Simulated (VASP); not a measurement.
# Ti (P6_3/mmc) in VASP: further runs

The runs below take Ti through single point, relaxation of cell and atoms, with PBEsol.

All numbers are computed with VASP 6.6.1; they aren't measurements. Logs are shortened: lines on timing, memory, paths and dates and some standing lists are left out, and cuts for length are marked.

## 1. The cell of the first run

Symmetry: P6_3/mmc, No. 194, hexagonal system. Conventional cell: a = 3.646 Å, b = 3.646 Å, c = 6.016 Å, α = 90.00°, β = 90.00°, γ = 120.00°. Within 3.0 Å of Ti (site symmetry 3m) lie 4 Ti at 2.24 to 2.26 Å.

## 2. Single point, PBEsol

File INCAR:

```
SYSTEM = Ti
ALGO     = Normal         ! electronic algorithm
EDIFF    = 1E-6           ! SCF threshold, eV
ENCUT    = 520            ! plane-wave cutoff, eV
GGA      = PS             ! functional
ISIF     = 2              ! what is computed and relaxed
ISMEAR   = 0              ! smearing method
LASPH    = .True.         ! aspherical terms in the spheres
LCHARG   = .True.         ! write CHGCAR
LELF     = .True.         ! ELF
LREAL    = .False.        ! projectors in reciprocal space
LVHAR    = .True.       
LWAVE    = .False.        ! write WAVECAR
NBANDS   = 32             ! bands
NELM     = 100            ! most SCF steps
PREC     = Accurate       ! precision mode
SIGMA    = 0.1            ! smearing width, eV
```

File KPOINTS:

```
k-points
0
Gamma
  6 6 4
  0 0 0
```

File POSCAR:

```
Ti
1.0
    3.6460332330      0.0000000000      0.0000000000
   -1.8230166165      3.1575574029      0.0000000000
    0.0000000000      0.0000000000      6.0159548345
Ti
4
Direct
    0.3333333333      0.6666666667      0.4375000000
    0.6666666667      0.3333333333      0.9375000000
    0.6666666667      0.3333333333      0.5625000000
    0.3333333333      0.6666666667      0.0625000000
```

Potentials or basis: VASP PAW PBE potentials, release 64 (Ti_sv).

Started as:

```bash
cat potpaw_PBE.64/Ti_sv/POTCAR > POTCAR
mpirun -np 1 vasp_std > vasp.out
```

OUTCAR:

```text
SYSTEM = Ti
   EDIFF = 1E-6
   ENCUT = 520
   GGA = PS
   ISIF = 2
   ISMEAR = 0
   LASPH = .True.
   LREAL = .False.
   NELM = 100
   PREC = Accurate

 ion  position               nearest neighbor table
   1  0.333  0.667  0.438-   3 2.24   3 2.24   3 2.24   4 2.26
   2  0.667  0.333  0.938-   4 2.24   4 2.24   4 2.24   3 2.26
   3  0.667  0.333  0.562-   1 2.24   1 2.24   1 2.24   2 2.26
   4  0.333  0.667  0.062-   2 2.24   2 2.24   2 2.24   1 2.26

  LATTYP: Found a hexagonal cell.
 ALAT       =     3.6460332330
 C/A-ratio  =     1.6500000000

  Lattice vectors:

 A1 = (   3.6460332330,   0.0000000000,   0.0000000000)
 A2 = (  -1.8230166165,   3.1575574029,   0.0000000000)
 A3 = (   0.0000000000,   0.0000000000,   6.0159548345)

Analysis of symmetry for initial positions (statically):
=====================================================================
 Subroutine PRICEL returns:
 Original cell was already a primitive cell.

 Routine SETGRP: Setting up the symmetry group for a
 hexagonal supercell.

 Subroutine GETGRP returns: Found 24 space group operations
 (whereof 12 operations were pure point group operations)
 out of a pool of 24 trial point group operations.

The static configuration has the point symmetry D_3d.
 The point group associated with its full space group is D_6h.

Analysis of symmetry for dynamics (positions and initial velocities):
=====================================================================
 Subroutine PRICEL returns:
 Original cell was already a primitive cell.

 Routine SETGRP: Setting up the symmetry group for a
 hexagonal supercell.

 Subroutine GETGRP returns: Found 24 space group operations
 (whereof 12 operations were pure point group operations)
 out of a pool of 24 trial point group operations.

The dynamic configuration has the point symmetry D_3d.
 The point group associated with its full space group is D_6h.

 Subroutine INISYM returns: Found 24 space group operations
 (whereof 12 operations are pure point group operations),
 and found     1 'primitive' translations

----------------------------------------------------------------------------------------

                                     Primitive cell
[... 79 lines left out ...]
   NGX,Y,Z   is equivalent  to a cutoff of  12.77, 12.77, 13.26 a.u.
   NGXF,Y,Z  is equivalent  to a cutoff of  25.53, 25.53, 26.53 a.u.
 SYSTEM =  Ti
   PREC   = accura    normal or accurate (medium, high low for compatibility)
   ISTART =      0    job   : 0-new  1-cont  2-samecut
   ICHARG =      2    charge: 1-file 2-atom 10-const
   ISPIN  =      1    spin polarized calculation?
   LNONCOLLINEAR =      F non collinear calculations
   LSORBIT =      F    spin-orbit coupling
   LASPH  =      T    aspherical Exc in radial PAW
   ENCUT  =  520.0 eV  38.22 Ry    6.18 a.u.   6.78  6.78 11.19*2*pi/ulx,y,z
   NELM   =    100;   NELMIN=  2; NELMDL= -5     # of ELM steps
   EDIFF  = 0.1E-05   stopping-criterion for ELM
   LREAL  =      F    real-space projection
[... 7 lines left out ...]
   TEBEG  =    0.0;   TEEND  =   0.0 temperature during run
   PSTRESS=    0.0 pullay stress
   NELECT =      48.0000    total number of electrons
   NUPDOWN=      -1.0000    fix difference up-down
   EMIN   =  10.00;   EMAX   =-10.00  energy-range for DOS
   EFERMI =   0.00;   METHOD = LEGACY
   ISMEAR =     0;   SIGMA  =   0.10  broadening in eV -4-tet -1-fermi 0-gaus
   EFERMI_NEDOS =   21; number of points for ismear=-14 and -15
   IALGO  =     38    algorithm
   IMIX   =      4    mixing-type and parameters
     AMIX     =   0.40;   BMIX     =  1.00
     AMIX_MAG =   1.60;   BMIX_MAG =  1.00
  volume/ion in A,a.u.               =      17.31       116.85
  Fermi-wavevector in a.u.,A,eV,Ry     =   1.448760  2.737759 28.557341  2.098905
  Thomas-Fermi vector in A             =   2.566564
   LORBIT       =      0    0 simple, 1 ext, 2 COOP (PROOUT), +10 PAW based schemes
   GGA     = PS    functional components
   LHFCALC =     F    Hartree Fock is set to
   AEXX    =    0.0000 exact exchange contribution
   IVDW    =     0    specifies the selected vdW correction
   LEPSILON=     F    determine dielectric tensor
   LRPA    =     F    only Hartree local field effects (RPA)
 non-spin polarized calculation
 Gauss-broadening in eV      SIGMA  =   0.10
  energy-cutoff  :      520.00
  volume of cell :       69.26
 maximum number of plane-waves:      1882
 NGX is ok and might be reduce to    28

 number of electron      47.9999996 magnetization

 Free energy of the ion-electron system (eV)
  ---------------------------------------------------
  ext. energy  EPLUGINS =         0.00000000
  ---------------------------------------------------
  free energy    TOTEN  =       -23.52894588 eV

  energy without entropy =      -23.45196085  energy(sigma->0) =      -23.49045337

 E-fermi :   7.9703     XC(G=0): -11.3360

 val. band max:        7.9689278356   @ k =   0.3333   0.0000   0.2500
 cond. band min:       7.9717945405   @ k =   0.3333   0.1667   0.0000
 fundamental gap:      0.0028667049
 Fermi energy:         7.9703024697

 k-point     1 :       0.0000    0.0000    0.0000
  band No.  band energies     occupation
      1     -48.6462      2.00000
      2     -48.3665      2.00000
      3     -47.7222      2.00000
      4     -47.4185      2.00000
      5     -25.4499      2.00000
      6     -25.4499      2.00000
[... 724 lines left out ...]
     31       9.9823      0.00000
     32       9.9823      0.00000

------------------------ aborting loop because EDIFF is reached ----------------------------------------

  FORCE on cell =-STRESS in cart. coord.  units (eV):
  Direction    XX          YY          ZZ          XY          YZ          ZX
  --------------------------------------------------------------------------------------
  -------------------------------------------------------------------------------------
  Total        4.9909727      4.9909727      3.4243681      0.0000000     -0.0000000      0.0000000
  in kB      115.4567512    115.4567512     79.2163060      0.0000000     -0.0000000      0.0000000
  external PRESSURE =     103.3766028 kB  Pullay stress =       0.0000000 kB

 VOLUME and BASIS-vectors are now :
 -----------------------------------------------------------------------------
  energy-cutoff  :      520.00
  volume of cell :       69.26
      direct lattice vectors                 reciprocal lattice vectors
     3.646033233  0.000000000  0.000000000     0.274270676  0.158350249  0.000000000
    -1.823016616  3.157557403  0.000000000     0.000000000  0.316700497  0.000000000
     0.000000000  0.000000000  6.015954834     0.000000000  0.000000000  0.166224652

 POSITION                                       TOTAL-FORCE (eV/Angst)
 -----------------------------------------------------------------------------------
     -0.00000      2.10504      2.63198        -0.000000     -0.000000      0.130057
      1.82302      1.05252      5.63996         0.000000      0.000000      0.130057
      1.82302      1.05252      3.38397         0.000000      0.000000     -0.130057
     -0.00000      2.10504      0.37600        -0.000000     -0.000000     -0.130057
 -----------------------------------------------------------------------------------
    total drift:                               -0.000000      0.000000     -0.000000

  FREE ENERGIE OF THE ION-ELECTRON SYSTEM (eV)
  ---------------------------------------------------
  free  energy   TOTEN  =       -23.5289458848 eV

  energy  without entropy=      -23.4519608503  energy(sigma->0) =      -23.49045337
```

OSZICAR:

```text
N       E                     dE             d eps       ncg     rms          rms(c)
DAV:   1     0.652839447839E+03    0.65284E+03   -0.24849E+04  1344   0.190E+03
DAV:   2     0.494165581085E+02   -0.60342E+03   -0.58674E+03  1352   0.569E+02
DAV:   3    -0.163585729581E+02   -0.65775E+02   -0.63199E+02  2216   0.170E+02
DAV:   4    -0.239524978863E+02   -0.75939E+01   -0.71203E+01  2176   0.507E+01
DAV:   5    -0.243731729030E+02   -0.42068E+00   -0.39715E+00  1864   0.104E+01    0.188E+01
DAV:   6    -0.233921467610E+02    0.98103E+00   -0.52334E+00  1776   0.177E+01    0.730E+00
DAV:   7    -0.234736114298E+02   -0.81465E-01   -0.37663E-01  2024   0.304E+00    0.361E+00
DAV:   8    -0.235254913531E+02   -0.51880E-01   -0.95430E-02  1752   0.162E+00    0.791E-01
DAV:   9    -0.235283431612E+02   -0.28518E-02   -0.14197E-02  1904   0.778E-01    0.377E-01
DAV:  10    -0.235289266514E+02   -0.58349E-03   -0.38457E-03  1640   0.484E-01    0.546E-02
DAV:  11    -0.235289427993E+02   -0.16148E-04   -0.29625E-04  2248   0.958E-02    0.143E-02
DAV:  12    -0.235289460718E+02   -0.32725E-05   -0.27760E-05  1576   0.469E-02    0.262E-02
DAV:  13    -0.235289458848E+02    0.18702E-06   -0.82362E-06  1336   0.216E-02
   1 F= -.23528946E+02 E0= -.23490453E+02  d E =-.769850E-01
```

It took 82 s on 1 thread of Intel Xeon 8259CL, shared host; peak memory 0.2 GiB.

What came out:

| Quantity | Value |
| --- | --- |
| Free energy | -23.5289 eV |
| Pressure | 10.3 GPa |
| Largest force | 0.130 eV/Å |
| Band gap on the k mesh | zero (bands 24 and 25 overlap by 1.30 eV) |

Forces in eV/Å, atoms in the order of the input:
```
Ti   0.000  0.000  0.130
Ti   0.000  0.000  0.130
Ti   0.000  0.000 -0.130
Ti   0.000  0.000 -0.130
```

Stress tensor (GPa, compression positive):
```
11.55  0.00  0.00
 0.00 11.55  0.00
 0.00  0.00  7.92
```

Caveat: the cell stands under pressure; the PAW data sets were made with another functional, which shifts forces and pressure a little.

## 3. Relaxation of cell and atoms, PBEsol

File INCAR:

```
PREC     = Accurate       # precision mode
ENCUT    = 600            # plane-wave cutoff, eV
EDIFF    = 1E-6           # SCF threshold, eV
ISMEAR   = 0              # smearing method
SIGMA    = 0.1            # smearing width, eV
LREAL    = F              # projectors in reciprocal space
LASPH    = T              # aspherical terms in the spheres
NELM     = 80             # most SCF steps
ALGO     = Normal         # electronic algorithm
ISIF     = 3              # what is computed and relaxed
LWAVE    = F              # write WAVECAR
LCHARG   = F              # write CHGCAR
GGA      = PS             # functional
IBRION   = 2              # ionic algorithm
NSW      = 90             # ionic steps
EDIFFG   = -0.04          # ionic threshold
```

File KPOINTS:

```
regular mesh
0
Gamma
  6 6 4
```

POSCAR is that of step 2.

Potentials or basis: VASP PAW PBE potentials, release 64 (Ti_sv).

Started as:

```bash
cat potpaw_PBE.64/Ti_sv/POTCAR > POTCAR
mpirun -np 1 vasp_std > vasp.out
```

It took 19 min on 1 thread of Intel Xeon 8259CL, shared host; peak memory 0.23 GiB.

It converged, with:

| Quantity | Value |
| --- | --- |
| Free energy | -27.4072 eV |
| Relaxed volume | 22.41 Å³/atom |
| Relaxed cell | a = 4.667 Å, b = 4.667 Å, c = 4.752 Å, α = 90.00°, β = 90.00°, γ = 120.00° |
| Space group after relaxing (to 0.1 Å) | P6/mmm (No. 191) |
| Pressure after relaxing | -0.1 GPa |
| Largest force after relaxing | 0.019 eV/Å |
| Band gap on the k mesh | zero (bands 24 and 25 overlap by 0.87 eV) |

Forces in eV/Å, atoms in the order of the input:
```
Ti   0.000  0.000 -0.019
Ti   0.000  0.000 -0.019
Ti   0.000  0.000  0.019
Ti   0.000  0.000  0.019
```

Stress tensor (GPa, compression positive):
```
-0.04  0.00  0.00
 0.00 -0.04  0.00
 0.00  0.00 -0.14
```

Final structure:
```xyz
4
Lattice="4.6666 0.0000 0.0000 -2.3333 4.0414 0.0000 0.0000 0.0000 4.7521" Properties=species:S:1:pos:R:3 pbc="T T T"
Ti    0.0000    2.6943    2.3770
Ti    2.3333    1.3471    0.0009
Ti    2.3333    1.3471    2.3752
Ti    0.0000    2.6943    4.7512
```

Levels at points of the mesh, in eV from the Fermi level:
```csv
k point,band 20,band 21,band 22,band 23,band 24,band 25,band 26,band 27,band 28
"(0.00, 0.00, 0.00)",-1.28,-0.83,0.01,0.01,0.13,0.13,0.13,0.62,0.62
"(0.50, 0.00, 0.00)",-1.71,-1.31,-0.82,-0.49,-0.41,-0.30,0.69,1.01,1.15
"(0.00, 0.00, 0.50)",-0.36,-0.36,-0.36,0.57,0.57,0.57,0.57,0.84,0.84
"(0.50, 0.00, 0.50)",-1.28,-0.57,-0.57,-0.32,-0.32,0.44,0.44,1.10,1.10
```

Caveat: the volume moved by over 15 % at a fixed basis, so the end points are rough; the PAW data sets were made with another functional, which shifts forces and pressure a little.

## 4. Single point, PBEsol

This run uses another cell than the first one, of 16.81 Å³/atom.

File INCAR:

```
SYSTEM = Ti
PREC = Accurate ; ENCUT = 520
EDIFF = 1E-6 ; ISMEAR = 0
SIGMA = 0.1 ; LREAL = .False.
LASPH = .True. ; NELM = 60
ALGO = Fast ; ISIF = 2
LWAVE = .False. ; LCHARG = .True.
GGA = PS ; LELF = .True.
LVHAR = .True. ; NBANDS = 32
```

File KPOINTS:

```
regular mesh
0
Gamma
  18 18 6
  0 0 0
```

File POSCAR:

```
Ti
1.0
    2.8989885771      0.0000000000      0.0000000000
   -1.4494942886      2.5105977530      0.0000000000
    0.0000000000      0.0000000000      9.2364167367
Ti
4
Direct
    0.0000000000      0.0000000000      0.0000000000
    0.0000000000      0.0000000000      0.5000000000
    0.3333333333      0.6666666667      0.7500000000
    0.6666666667      0.3333333333      0.2500000000
```

Started as:

```bash
cat potpaw_PBE.64/Ti_sv/POTCAR > POTCAR
mpirun -np 1 vasp_std > vasp.out
```

Run time: 15 min. Hardware: 1 thread of AMD EPYC 7R13 (Zen 3), shared host; peak memory 0.32 GiB.

The run converged. Its results:

| Item | Value |
| --- | --- |
| Free energy | -33.1912 eV |
| Pressure | -0.3 GPa |
| Band gap on the k mesh | zero (bands 24 and 25 overlap by 1.24 eV) |

Levels at points of the mesh, in eV from the Fermi level:
```csv
k point,band 22,band 23,band 24,band 25,band 26,band 27
"(0.00, 0.00, 0.00)",0.14,0.66,0.66,0.73,0.73,0.91
"(0.50, 0.00, 0.00)",-1.25,-1.09,-0.09,0.07,0.58,1.16
"(0.00, 0.00, 0.50)",0.26,0.67,0.67,0.80,0.80,0.80
"(0.50, 0.00, 0.50)",-1.57,-0.20,-0.20,0.74,0.74,0.93
```

Caveat: the PAW data sets were made with another functional, which shifts forces and pressure a little.

## 5. Single point, PBEsol

This run uses another cell than the first one: it holds 2 atoms, not 4.

File INCAR:

```
PREC = Accurate
ENCUT = 520
EDIFF = 1E-7
ISMEAR = 0
SIGMA = 0.1
LREAL = F
LASPH = T
NELM = 60
ALGO = Fast
ISIF = 2
LWAVE = F
LCHARG = T
GGA = PS
LELF = T
LVHAR = T
NBANDS = 19
```

File KPOINTS:

```
Automatic mesh
0
Gamma
  6 6 4
```

File POSCAR:

```
Ti
1.0
    2.8888196978      0.0000000000      0.0000000000
   -1.4444098489      2.5017912453      0.0000000000
    0.0000000000      0.0000000000      4.6220945586
Ti
2
Direct
    0.3333333333      0.6666666667      0.2500000000
    0.6666666667      0.3333333333      0.7500000000
```

Started as:

```bash
cat potpaw_PBE.64/Ti_sv/POTCAR > POTCAR
mpirun -np 1 vasp_std > vasp.out
```

It took 30 s on 1 thread of AMD EPYC 9R45 (Zen 5), shared host; peak memory 0.12 GiB.

Results (log left out):

| Item | Value |
| --- | --- |
| Free energy | -16.6705 eV |
| Pressure | -0.4 GPa |
| Band gap on the k mesh | zero (bands 12 and 13 overlap by 1.00 eV) |

Stress tensor (GPa, compression positive):
```
-0.43  0.00  0.00
 0.00 -0.43  0.00
 0.00  0.00 -0.31
```

Levels at points of the mesh, in eV from the Fermi level:
| k point | band 10 | band 11 | band 12 | band 13 | band 14 | band 15 |
| --- | --- | --- | --- | --- | --- | --- |
| (0.00, 0.00, 0.00) | -2.87 | 0.72 | 0.74 | 0.74 | 0.79 | 1.25 |
| (0.50, 0.00, 0.00) | -2.35 | -2.04 | -0.61 | 0.46 | 0.55 | 1.13 |
| (0.00, 0.00, 0.50) | -4.49 | -0.02 | -0.02 | 0.65 | 0.65 | 0.65 |
| (0.50, 0.00, 0.50) | -2.73 | -0.95 | -0.95 | 1.38 | 1.38 | 1.76 |

Caveat: the k points lie up to 0.42 Å⁻¹ apart, too coarse for converged energies and pressures of a metal; the PAW data sets were made with another functional, which shifts forces and pressure a little.

## 6. Relaxation of cell and atoms, PBEsol

This run uses another cell than the first one: it holds 2 atoms, not 4.

File INCAR:

```
PREC = Accurate ; ENCUT = 600
EDIFF = 1E-7 ; ISMEAR = 0
SIGMA = 0.1 ; LREAL = False
LASPH = True ; NELM = 60
ALGO = Normal ; ISIF = 3
LWAVE = False ; LCHARG = False
GGA = PS ; IBRION = 2
NSW = 90 ; EDIFFG = -0.04
```

File KPOINTS:

```
regular mesh
0
Gamma
  6 6 4
```

File POSCAR:

```
Ti
1.0
    2.9499978604      0.0000000000      0.0000000000
   -1.4749989302      2.5547730882      0.0000000000
    0.0000000000      0.0000000000      4.6860000000
Ti
2
Direct
    0.3333333333      0.6666666667      0.2500000000
    0.6666666667      0.3333333333      0.7500000000
```

Potentials or basis: VASP PAW PBE potentials, release 64 (Ti_sv).

Started as:

```bash
cat potpaw_PBE.64/Ti_sv/POTCAR > POTCAR
mpirun -np 1 vasp_std > vasp.out
```

Run time: 19 s. Hardware: 1 thread of AMD EPYC 9R45 (Zen 5), shared host; peak memory 0.14 GiB.

It converged, with:

```yaml
Free_energy: -16.6708 eV
Relaxed_volume: 16.67 Å³/atom
Relaxed_cell: a = 2.892 Å, b = 2.892 Å, c = 4.602 Å, α = 90.00°, β = 90.00°, γ = 120.00°
Space_group_after_relaxing_to_0.1_Å: P6_3/mmc (No. 194)
Energy_gained_by_relaxing: 19.7 meV/atom
Ionic_steps: 3
Pressure_after_relaxing: 0.0 GPa
Band_gap_on_the_k_mesh: zero (bands 12 and 13 overlap by 0.99 eV)
```

Stress tensor (GPa, compression positive):
```
-0.19  0.00  0.00
 0.00 -0.19  0.00
 0.00  0.00  0.35
```

The path:
```csv
step,energy change (eV),largest force (eV/Å),pressure (GPa),volume (Å³)
1,0.0000,0.0000,-6.06,35.32
2,-0.0191,0.0000,5.07,32.01
3,-0.0393,0.0000,-0.01,33.34
```

Final structure:
```
CELL_PARAMETERS angstrom
2.89228 0.00000 0.00000
-1.44614 2.50479 0.00000
0.00000 0.00000 4.60181
ATOMIC_POSITIONS crystal
Ti 0.33333 0.66667 0.25000
Ti 0.66667 0.33333 0.75000
```

Levels at points of the mesh, in eV from the Fermi level:
```tsv
k point	band 9	band 10	band 11	band 12	band 13	band 14	band 15	band 16
(0.00, 0.00, 0.00)	-6.38	-2.87	0.73	0.73	0.78	0.83	1.26	1.26
(0.50, 0.00, 0.00)	-2.47	-2.35	-2.04	-0.63	0.43	0.57	1.15	3.49
(0.00, 0.00, 0.50)	-4.48	-4.48	0.00	0.00	0.64	0.64	0.64	0.64
(0.50, 0.00, 0.50)	-2.74	-2.74	-0.94	-0.94	1.38	1.38	1.75	1.75
```

Caveat: the k points lie up to 0.42 Å⁻¹ apart in the final cell, too coarse for converged energies and pressures of a metal; the PAW data sets were made with another functional, which shifts forces and pressure a little.

## 7. The runs side by side

| task | cell | k mesh | cutoff (eV) | gap on the mesh (eV) | pressure (GPa) | relaxed volume (Å³/atom) | largest force (eV/Å) |
| --- | --- | --- | --- | --- | --- | --- | --- |
| single point | a = 3.646, b = 3.646, c = 6.016 Å, angles 90.0, 90.0, 120.0°, 4 atoms, atomic positions A | 6 × 6 × 4 | 520 | none | 10.3 | - | 0.13 |
| relaxation of cell and atoms | relaxed from a = 3.646, b = 3.646, c = 6.016 Å, angles 90.0, 90.0, 120.0°, 4 atoms, atomic positions A | 6 × 6 × 4 | 600 | none | -0.1 | 22.41 | 0.02 |
| single point | a = 2.899, b = 2.899, c = 9.236 Å, angles 90.0, 90.0, 120.0°, 4 atoms, atomic positions B | 18 × 18 × 6 | 520 | none | -0.3 | - | - |
| single point | a = 2.889, b = 2.889, c = 4.622 Å, angles 90.0, 90.0, 120.0°, 2 atoms, atomic positions C | 6 × 6 × 4 | 520 | none | -0.4 | - | - |
| relaxation of cell and atoms | relaxed from a = 2.950, b = 2.950, c = 4.686 Å, angles 90.0, 90.0, 120.0°, 2 atoms, atomic positions C | 6 × 6 × 4 | 600 | none | 0.0 | 16.67 | - |

Alike in all rows: level PBEsol; potentials or basis VASP PAW PBE potentials, release 64 (Ti_sv); no spin polarisation; smearing gaussian 0.1 eV.

Caveats: some runs use coarse meshes; the PAW data sets were made with another functional, which shifts forces and pressure a little; the cell stands under pressure (at least some runs); the volume moved by over 15 % at a fixed basis, so the end points are rough (at least some runs).

Absolute energies hang on the potentials; compare differences alone.
